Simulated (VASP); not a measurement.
Input of a VASP 6.6.1 run:

Contents of INCAR:

```
SYSTEM = LiSi8O16
PREC = Accurate
ENCUT = 650
EDIFF = 1E-6
ISMEAR = -1
SIGMA = 0.01
LREAL = Auto
LASPH = .TRUE.
NELM = 120
ALGO = Normal
ISIF = 2
LWAVE = .FALSE.
LCHARG = .TRUE.
GGA = PE
LELF = .TRUE.
LVHAR = .TRUE.
NELECT = 130.0
NBANDS = 84
GGA_COMPAT = .FALSE.
ISYM = -1
```

Contents of KPOINTS:

```
explicit points
1
Reciprocal
  0.25000000   0.25000000   0.25000000 1
```

POSCAR

```
LiSi8O16
1.0
    0.0000000000      5.0813926900      7.0944098900
    5.0813926900      0.0000000000      7.0944098900
    5.0813926900      5.0813926900      0.0000000000
Si O Li
8 16 1
Direct
    0.2487321789      0.2544767167      0.4541582547
    0.7442608403      0.7550499005      0.9554471636
    0.0797952747      0.6713072131      0.1236054034
    0.5744363733      0.1719155373      0.6280268856
    0.4235229930      0.8336649798      0.3752446792
    0.9184253785      0.3360091437      0.8759621796
    0.0007056382      0.0020762809      0.2937042143
    0.5028052098      0.5023915920      0.7917247241
    0.0922648213      0.2345289384      0.6729243654
    0.5937166832      0.7329572706      0.1742587177
    0.4862477511      0.3460400906      0.7477136048
    0.9884727422      0.8442264485      0.2475824346
    0.4144293295      0.2673724291      0.4860924692
    0.9126484223      0.7757479220      0.9774779140
    0.2006780439      0.8749772162      0.4034544492
    0.7072395264      0.3690266050      0.8890446101
    0.0052654310      0.1718355590      0.0885541353
    0.5146507648      0.6677209061      0.5824232062
    0.3769436176      0.0517446273      0.3561927136
    0.8784037296      0.5513308235      0.8572223433
    0.2862542625      0.6416906777      0.9506714693
    0.8105736255      0.1027852517      0.4926370584
    0.1145029645      0.4614889268      0.2855528113
    0.6041368525      0.9640729452      0.7951002189
    0.0201793573     -0.0852977237      0.6999401838
```

Potentials or basis: VASP PAW PBE potentials, release 64 (Si, O, Li_sv).

Command:

```console
$ cat potpaw_PBE.64/Si/POTCAR potpaw_PBE.64/O/POTCAR potpaw_PBE.64/Li_sv/POTCAR > POTCAR
$ mpirun -np 1 vasp_std > vasp.out
```

**Question.** Predict the largest force.

**Answer.** 0.027 eV/Å.

Forces on the atoms (eV/Å):
```
Si  -0.015 -0.023  0.002
Si  -0.013 -0.009 -0.004
Si   0.023 -0.012 -0.002
Si   0.018 -0.013  0.004
Si  -0.015  0.010  0.002
Si  -0.015  0.022 -0.003
Si   0.017  0.017 -0.002
Si   0.020  0.012 -0.003
O    0.002 -0.002  0.013
O    0.005 -0.003  0.016
O   -0.010  0.003  0.016
O   -0.012  0.000  0.014
O   -0.004  0.004 -0.015
O   -0.006 -0.001 -0.011
O   -0.005 -0.003  0.014
O   -0.003 -0.007  0.014
O   -0.003 -0.016 -0.009
O    0.002 -0.007 -0.015
O    0.007  0.001 -0.015
O    0.008  0.002 -0.011
O   -0.011  0.000 -0.014
O    0.001 -0.002 -0.019
O    0.002  0.016  0.008
O    0.002  0.007  0.020
Li   0.005  0.002  0.001
```

Caveat: the cell carries a net charge on a neutralising background, which shifts energy and pressure.
